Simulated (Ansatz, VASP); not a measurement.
**BAs in VASP and in Ansatz**

POSCAR

```
BAs
1.0
    2.9570103300      0.0000000000      0.0000000000
    0.0000000000      2.9570103300      0.0000000000
    0.0000000000      0.0000000000      2.9570103300
B As
1 1
Direct
    0.5000000000      0.5000000000      0.5000000000
    0.0000000000      0.0000000000      0.0000000000
```

Contents of INCAR.step1:

```
SYSTEM = BAs
ALGO = Normal
EDIFF = 1E-5
ENCUT = 520
GGA = PE
ISIF = 2
ISMEAR = -1
LASPH = .True.
LREAL = .False.
LWAVE = .True.
NBANDS = 11
NELM = 60
PREC = Accurate
SIGMA = 0.05
```

The input INCAR.step2:

```
SYSTEM = BAs
AEXX = 0.3
ALGO = Normal
EDIFF = 1E-6
ENCUT = 520
GGA = PE
HFSCREEN = 0.2
ISIF = 2
ISMEAR = -1
ISTART = 1
LASPH = .True.
LCHARG = .True.
LELF = .True.
LHFCALC = .True.
LREAL = .False.
LVHAR = .True.
LWAVE = .False.
NBANDS = 11
NELM = 60
PREC = Accurate
PRECFOCK = Normal
SIGMA = 0.05
```

The input KPOINTS:

```
k-points
0
Gamma
  5 5 5
  0 0 0
```

input

```
crystal:
  lattice:
    - [2.95701033, 0.0, 0.0]
    - [0.0, 2.95701033, 0.0]
    - [0.0, 0.0, 2.95701033]
  atoms:
    - { symbol: B, position: [0.5, 0.5, 0.5] }
    - { symbol: As, position: [0.0, 0.0, 0.0] }
hamiltonian:
  xc: { exchange: pbe, correlation: pbe, exx: { coeff: 0.3, omega: 0.2 } }
  pseudopotentials: { kind: paw }
kpoints:
  mp_grid: { grid: [5, 5, 5] }
scf:
  occupations: { method: fermi_dirac, width: 0.05 }
output:
  forces: true
  stress: true
  eigenvalues: true
  write_density: true
  write_potential: true
  elf: true
  volumetric_format: npy
```

Alike in both runs: task single point; functional PBE-based screened hybrid with a share of 0.3 of exact exchange and HFSCREEN = 0.2; k mesh 5 × 5 × 5; occupations fermi-dirac, width 0.05 eV; no spin polarisation.

```csv
,VASP,Ansatz
version,VASP 6.6.1,Ansatz 0.2.0
potentials or method,"VASP PAW PBE potentials, release 64 (B, As)",Ansatz PAW
plane-wave cutoff (eV),520,420
valence electrons in the cell,8,18
```

```tsv
	VASP	Ansatz	Ansatz less VASP
gap on the k mesh at the Fermi level (eV)	none	none	-
pressure (GPa)	-9.8	-9.3	+0.43
```

VASP's potentials were made for PBE, not for PBE-based screened hybrid. A gap of «none» marks a metal or a gap that the smearing closes. VASP's potentials hold 8 valence electrons a cell and Ansatz's 18, so a difference there can come from the potentials and not from the codes.

The k mesh is coarse, so the values compare programs but aren't converged.
